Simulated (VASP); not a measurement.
Runs of VASP 6.6.1 on In3Se. The structure is that of space group Pm-3m (No. 221), or close to it. The cells are those of the table. 

```tsv
task	cell	cutoff (eV)	smearing	gap on the mesh (eV)	pressure (GPa)
relaxation of cell and atoms	relaxed from a = 4.804 Å, 4 atoms	600	gaussian 0.1 eV	none	0.0
single point	a = 4.668 Å, 4 atoms	520	gaussian 0.1 eV	none	0.0
single point	a = 4.668 Å, 4 atoms	520	gaussian 0.15 eV	none	0.0
single point	a = 4.933 Å, 4 atoms	520	gaussian 0.1 eV	none	-4.8
relaxation of cell and atoms	relaxed from a = 4.668 Å, 4 atoms	600	gaussian 0.1 eV	none	0.0
single point	a = 4.613 Å, 4 atoms	520	gaussian 0.1 eV	none	(a)
```

Alike in all rows: level PBEsol; potentials or basis VASP PAW PBE potentials, release 64 (In_d, Se); no spin polarisation; k mesh 10 × 10 × 10.

Q: Estimate the missing entries.

A: (a) 1.7.

Caveats: the PAW data sets were made with another functional, which shifts forces and pressure a little; spin-orbit coupling is left out, which moves the levels of the heavy elements; the cell stands under tension (at least some runs); the relaxation stopped at its first step, so nothing moved (at least some runs).

A k mesh can miss the band edges, and the runs leave out spin-orbit coupling on In, Se.

A gap of «none» marks levels without a gap at the run's occupations.
